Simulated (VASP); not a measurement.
Crystal: PbS (rocksalt type).

```
Pb S
1.0
     0.00000    2.69344    2.69344
     2.69344    0.00000    2.69344
     2.69344    2.69344    0.00000
Pb S
1 1
Cartesian
  0.0000 0.0000 0.0000
  2.6934 2.6934 2.6934
```

| Item | Value |
| --- | --- |
| Program | VASP 6.6.1 |
| Task | relaxation of cell and atoms |
| Functional | PBE |
| Potentials or basis | VASP PAW PBE potentials, release 64 (Pb_d, S) |
| Cutoff | 600 eV |
| k mesh | 12 × 12 × 12 |
| Occupations | fermi-dirac, width 0.05 eV |
| Spin | no spin polarisation |

At the start: pressure 34.4 GPa; volume 19.54 Å³/atom.

Question: How do energy, volume and symmetry change on relaxing?

Answer: Over 3 steps the energy falls by 611.5 meV/atom and the volume is 27.09 Å³/atom (+38.6 %); space group Fm-3m (No. 225, to 0.1 Å) before and after.

The path:
```
step  energy change (eV)  largest force (eV/Å)  pressure (GPa)  volume (Å³)
   1              0.0000                0.0000           34.40        39.08
   2             -0.8410                0.0000           -7.24        67.94
   3             -1.2231                0.0000            0.01        54.18
```

Final structure:
```
CELL_PARAMETERS angstrom
0.00000 3.00329 3.00329
3.00329 0.00000 3.00329
3.00329 3.00329 0.00000
ATOMIC_POSITIONS crystal
Pb 0.00000 0.00000 0.00000
S 0.50000 0.50000 0.50000
```

Caveat: the volume moved by over 15 % at a fixed basis, so the end points are rough.
